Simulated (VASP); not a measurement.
Here is a VASP 6.6.1 calculation.

The input INCAR:

```
  PREC = Accurate
  ENCUT = 520
  EDIFF = 1E-6
  ISMEAR = -1
  SIGMA = 0.02
  LREAL = F
  LASPH = T
  NELM = 80
  ALGO = Normal
  ISIF = 2
  LWAVE = F
  LCHARG = T
  GGA = PE
  LELF = T
  LVHAR = T
  NBANDS = 50
```

KPOINTS

```
Automatic mesh
0
Gamma
  8 8 3
```

POSCAR

```
SnO
1.0
    2.5000000000     -2.8600000000      0.0000000000
    2.5000000000      2.8600000000      0.0000000000
    0.0000000000      0.0000000000     10.8976000000
Sn O
4 4
Direct
    0.0000058389     -0.0000058389     -0.0121215763
   -0.0000058389      0.0000058389      0.4878784237
    0.4998706453      0.5001293547      0.2691179935
    0.5001293547      0.4998706453      0.7691179935
    0.9999944934      0.4999712218      0.3785017914
    0.0000055066      0.5000287782      0.8785017914
    0.5000287782      0.0000055066      0.3785017914
    0.4999712218      0.9999944934      0.8785017914
```

Potentials or basis: VASP PAW PBE potentials, release 64 (Sn_d, O).

Run with:

```bash
$ cat potpaw_PBE.64/Sn_d/POTCAR potpaw_PBE.64/O/POTCAR > POTCAR
$ mpirun -np 1 vasp_std > vasp.out
```

Q: Predict the pressure.

A: 2.5 GPa.

Q: Predict the band gap on the k mesh.

A: 0.51 eV.

Q: Estimate the largest force.

A: 0.088 eV/Å.

Forces in eV/Å, atoms in the order of the input:
```
Sn   0.000  0.000  0.088
Sn   0.000  0.000  0.088
Sn   0.000 -0.003 -0.088
Sn   0.000  0.003 -0.088
O    0.001  0.001  0.000
O   -0.001 -0.001  0.000
O   -0.001  0.001  0.000
O    0.001 -0.001  0.000
```

Caveat: the cell differs from its parent crystal (z stretched by -2 %, then relaxed in part); spin-orbit coupling is left out, which moves the levels of the heavy elements. A k mesh can miss the band edges.
